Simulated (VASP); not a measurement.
# TiPt3 in VASP: further runs, part 2 of 2

VASP 6.6.1.

## (5) Single point, PBEsol (zz strain of +1 %)

INCAR reads:

```
SYSTEM = TiPt3
ALGO = Normal
EDIFF = 1E-7
ENCUT = 520
GGA = PS
ISIF = 2
ISMEAR = -1
LASPH = .True.
LCHARG = .False.
LREAL = .False.
LWAVE = .False.
NBANDS = 29
NELM = 60
PREC = Accurate
SIGMA = 0.05
```

KPOINTS reads:

```
k-points
0
Gamma
  9 9 9
  0 0 0
```

POSCAR reads:

```
TiPt3
1.0
    3.8970000000      0.0000000000      0.0000000000
    0.0000000000      3.8970000000      0.0000000000
    0.0000000000      0.0000000000      3.9359700000
Ti Pt
1 3
Direct
    0.0000000000      0.0000000000      0.0000000000
    0.0000000000      0.5000000000      0.5000000000
    0.5000000000      0.0000000000      0.5000000000
    0.5000000000      0.5000000000      0.0000000000
```

Potentials or basis: VASP PAW PBE potentials, release 64 (Ti_sv, Pt).

Started as:

```sh
cat potpaw_PBE.64/Ti_sv/POTCAR potpaw_PBE.64/Pt/POTCAR > POTCAR
mpirun -np 1 vasp_std > vasp.out
```

OUTCAR:

```text
SYSTEM = TiPt3
   EDIFF = 1E-7
   ENCUT = 520
   GGA = PS
   ISIF = 2
   ISMEAR = -1
   LASPH = .True.
   LREAL = .False.
   NELM = 60
   PREC = Accurate

 ion  position               nearest neighbor table
   1  0.000  0.000  0.000-   4 2.76   4 2.76   4 2.76   4 2.76   3 2.77   2 2.77   3 2.77   2 2.77
                             3 2.77   2 2.77   3 2.77   2 2.77
   2  0.000  0.500  0.500-   3 2.76   3 2.76   3 2.76   3 2.76   4 2.77   1 2.77   1 2.77   1 2.77
                             4 2.77   4 2.77   4 2.77   1 2.77
   3  0.500  0.000  0.500-   2 2.76   2 2.76   2 2.76   2 2.76   4 2.77   1 2.77   4 2.77   4 2.77
                             1 2.77   4 2.77   1 2.77   1 2.77
   4  0.500  0.500  0.000-   1 2.76   1 2.76   1 2.76   1 2.76   3 2.77   2 2.77   3 2.77   3 2.77
                             3 2.77   2 2.77   2 2.77   2 2.77

  LATTYP: Found a simple tetragonal cell.
 ALAT       =     3.8970000000
 C/A-ratio  =     1.0100000000

  Lattice vectors:

 A1 = (   3.8970000000,   0.0000000000,   0.0000000000)
 A2 = (   0.0000000000,   3.8970000000,   0.0000000000)
 A3 = (   0.0000000000,   0.0000000000,   3.9359700000)

Analysis of symmetry for initial positions (statically):
=====================================================================
 Subroutine PRICEL returns:
 Original cell was already a primitive cell.

 Routine SETGRP: Setting up the symmetry group for a
 simple tetragonal supercell.

 Subroutine GETGRP returns: Found 16 space group operations
 (whereof 16 operations were pure point group operations)
 out of a pool of 16 trial point group operations.

The static configuration has the point symmetry D_4h.

Analysis of symmetry for dynamics (positions and initial velocities):
=====================================================================
 Subroutine PRICEL returns:
 Original cell was already a primitive cell.

 Routine SETGRP: Setting up the symmetry group for a
 simple tetragonal supercell.

 Subroutine GETGRP returns: Found 16 space group operations
[... 120 lines left out ...]
   EMIN   =  10.00;   EMAX   =-10.00  energy-range for DOS
   EFERMI =   0.00;   METHOD = LEGACY
   ISMEAR =    -1;   SIGMA  =   0.05  broadening in eV -4-tet -1-fermi 0-gaus
   EFERMI_NEDOS =   21; number of points for ismear=-14 and -15
   IALGO  =     38    algorithm
   IMIX   =      4    mixing-type and parameters
     AMIX     =   0.40;   BMIX     =  1.00
     AMIX_MAG =   1.60;   BMIX_MAG =  1.00
  volume/ion in A,a.u.               =      14.94       100.84
  Fermi-wavevector in a.u.,A,eV,Ry     =   1.455416  2.750337 28.820336  2.118235
  Thomas-Fermi vector in A             =   2.572453
   LORBIT       =      0    0 simple, 1 ext, 2 COOP (PROOUT), +10 PAW based schemes
   GGA     = PS    functional components
   LHFCALC =     F    Hartree Fock is set to
   AEXX    =    0.0000 exact exchange contribution
   IVDW    =     0    specifies the selected vdW correction
   LEPSILON=     F    determine dielectric tensor
   LRPA    =     F    only Hartree local field effects (RPA)
 non-spin polarized calculation
  energy-cutoff  :      520.00
  volume of cell :       59.77
 maximum number of plane-waves:      1622
 NGX is ok and might be reduce to    30
   NGX = 15   NGY = 15   NGZ = 15

 number of electron      42.0000000 magnetization

 Free energy of the ion-electron system (eV)
  ---------------------------------------------------
  ext. energy  EPLUGINS =         0.00000000
  ---------------------------------------------------
  free energy    TOTEN  =       -32.75904431 eV

  energy without entropy =      -32.74715848  energy(sigma->0) =      -32.75310140

 E-fermi :  11.5345     XC(G=0): -13.3655

 val. band max:       11.5344863352   @ k =   0.1111   0.1111   0.4444
 cond. band min:      11.5356783819   @ k =   0.3333   0.0000   0.0000
 fundamental gap:      0.0011920466
 Fermi energy:        11.5345375557

 k-point     1 :       0.0000    0.0000    0.0000
  band No.  band energies     occupation
      1     -46.4279      2.00000
      2     -22.7470      2.00000
      3     -22.7443      2.00000
      4     -22.7443      2.00000
      5       1.3362      2.00000
      6       4.1792      2.00000
[... 757 lines left out ...]
     28      17.9059      0.00000
     29      18.4614      0.00000

 [... further k-points ...]
[... 5 lines left out ...]
  --------------------------------------------------------------------------------------
  -------------------------------------------------------------------------------------
  Total       -0.6533491     -0.6533491     -1.3119426      0.0000000      0.0000000     -0.0000000
  in kB      -17.5123035    -17.5123035    -35.1651792      0.0000000      0.0000000     -0.0000000
  external PRESSURE =     -23.3965954 kB  Pullay stress =       0.0000000 kB

 VOLUME and BASIS-vectors are now :
 -----------------------------------------------------------------------------
  energy-cutoff  :      520.00
  volume of cell :       59.77
      direct lattice vectors                 reciprocal lattice vectors
     3.897000000  0.000000000  0.000000000     0.256607647  0.000000000  0.000000000
     0.000000000  3.897000000  0.000000000     0.000000000  0.256607647  0.000000000
     0.000000000  0.000000000  3.935970000     0.000000000  0.000000000  0.254066977

 POSITION                                       TOTAL-FORCE (eV/Angst)
 -----------------------------------------------------------------------------------
      0.00000      0.00000      0.00000         0.000000      0.000000      0.000000
      0.00000      1.94850      1.96799         0.000000      0.000000      0.000000
      1.94850      0.00000      1.96799         0.000000      0.000000      0.000000
      1.94850      1.94850      0.00000         0.000000      0.000000      0.000000
 -----------------------------------------------------------------------------------
    total drift:                                0.000000      0.000000     -0.000000

  FREE ENERGIE OF THE ION-ELECTRON SYSTEM (eV)
  ---------------------------------------------------
  free  energy   TOTEN  =       -32.7590443105 eV

  energy  without entropy=      -32.7471584844  energy(sigma->0) =      -32.75310140
```

stdout:

```text
POSCAR found type information on POSCAR TiPt
 POSCAR found :  2 types and       4 ions
 scaLAPACK will be used
 -----------------------------------------------------------------------------
|                                                                             |
|                                                                             |
|     You enforced a specific xc type in the INCAR file but a different       |
|     I HOPE YOU KNOW WHAT YOU ARE DOING!                                     |
|                                                                             |
 -----------------------------------------------------------------------------

 LDA part: xc-table for (Slater+PW92), standard interpolation
 POSCAR, INCAR and KPOINTS ok, starting setup
 FFT: planning ... GRIDC
 FFT: planning ... GRID_SOFT
 FFT: planning ... GRID
 WAVECAR not read
 entering main loop
```

It took 59 s on 1 thread of AMD EPYC 9R45 (Zen 5), shared host; peak memory 0.22 GiB.

What came out:

- Free energy: -32.7590 eV
- Pressure: -2.3 GPa
- Band gap on the k mesh: zero (band 21 reaches 12.89 eV, above the bottom of band 22 at 11.37 eV)

Caveat: the cell differs from its parent crystal (zz strain of +1 %); the PAW data sets were made with another functional, which shifts forces and pressure a little; spin-orbit coupling is left out, which moves the levels of the heavy elements.

## (6) Summary

| cell | gap on the mesh (eV) | pressure (GPa) |
| --- | --- | --- |
| a = 3.948 Å, 4 atoms | none | -9.3 |
| a = 3.897, b = 3.897, c = 3.819 Å, 4 atoms | none | 6.0 |
| a = 3.897, b = 3.897, c = 3.858 Å, 4 atoms | none | 3.0 |
| a = 3.897, b = 3.897, c = 3.936 Å, 4 atoms | none | -2.3 |

Alike in all rows: task single point; level PBEsol; potentials or basis VASP PAW PBE potentials, release 64 (Ti_sv, Pt); no spin polarisation; k mesh 9 × 9 × 9; cutoff (eV) 520; smearing fermi-dirac 0.05 eV.

Caveats: the PAW data sets were made with another functional, which shifts forces and pressure a little; spin-orbit coupling is left out, which moves the levels of the heavy elements.

Absolute energies hang on the potentials; compare differences alone.
